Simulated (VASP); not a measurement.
Here is a VASP 6.6.1 calculation.

Contents of INCAR:

```
ALGO = Normal
EDIFF = 1E-6
ENCUT = 520
GGA = PS
ISIF = 2
ISMEAR = -1
LASPH = True
LCHARG = False
LREAL = False
LWAVE = False
NBANDS = 21
NELM = 100
PREC = Accurate
SIGMA = 0.1
```

File KPOINTS:

```
k-points
0
Gamma
  11 11 6
```

The input POSCAR:

```
Ge
1.0
    1.4628268206     -2.5507033225      0.0000000000
    1.4628268206      2.5507033225      0.0000000000
    0.0000000000      0.0000000000      4.6474515651
Ge
2
Direct
    0.6665533700      0.3334466300      0.2500000000
    0.3334466300      0.6665533700      0.7500000000
```

Potentials or basis: VASP PAW PBE potentials, release 64 (Ge_d).

The run is started by

```bash
$ cat potpaw_PBE.64/Ge_d/POTCAR > POTCAR
$ mpirun -np 1 vasp_std > vasp.out
```

What does it give for the pressure?

4.9 GPa.

Estimate the largest force.

0.005 eV/Å.

What does it give for the band gap on the k mesh?

Zero (bands 14 and 15 overlap by 9.91 eV).

Forces in eV/Å, atoms in the order of the input:
```
Ge   0.000  0.005  0.000
Ge   0.000 -0.005  0.000
```

Caveat: the cell stands under pressure; the PAW data sets were made with another functional, which shifts forces and pressure a little.
